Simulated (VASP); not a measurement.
Here is a VASP 6.6.1 calculation.

INCAR

```
SYSTEM = Ta
PREC = Accurate
ENCUT = 520
EDIFF = 1E-6
ISMEAR = 0
SIGMA = 0.1
LREAL = .FALSE.
LASPH = .TRUE.
NELM = 60
ALGO = Fast
ISIF = 2
LWAVE = .FALSE.
LCHARG = .FALSE.
GGA = PS
NBANDS = 12
ISYM = 0
```

KPOINTS

```
Automatic mesh
0
G
  12 12 14
  0 0 0
```

The input POSCAR:

```
Ta
1.0
    2.7995397758     -0.0158581650      0.3928023763
   -1.4135034616      2.4482598122      0.0000000000
    1.7480953444      1.0092633177      2.8513933090
Ta
1
Direct
    0.0000000000      0.0000000000      0.0000000000
```

Potentials or basis: VASP PAW PBE potentials, release 64 (Ta_pv).

The run is started by

```console
$ cat potpaw_PBE.64/Ta_pv/POTCAR > POTCAR
$ mpirun -np 1 vasp_std > vasp.out
```

(1) Estimate the pressure.

(2) What does it give for the band gap on the k mesh?

Answers

(1) 10.0 GPa.

(2) zero (an odd number of electrons rules out a gap without spin polarisation).

Caveat: the stress differs along the axes, from 0 to 21 GPa; the PAW data sets were made with another functional, which shifts forces and pressure a little; spin-orbit coupling is left out, which moves the levels of the heavy elements.
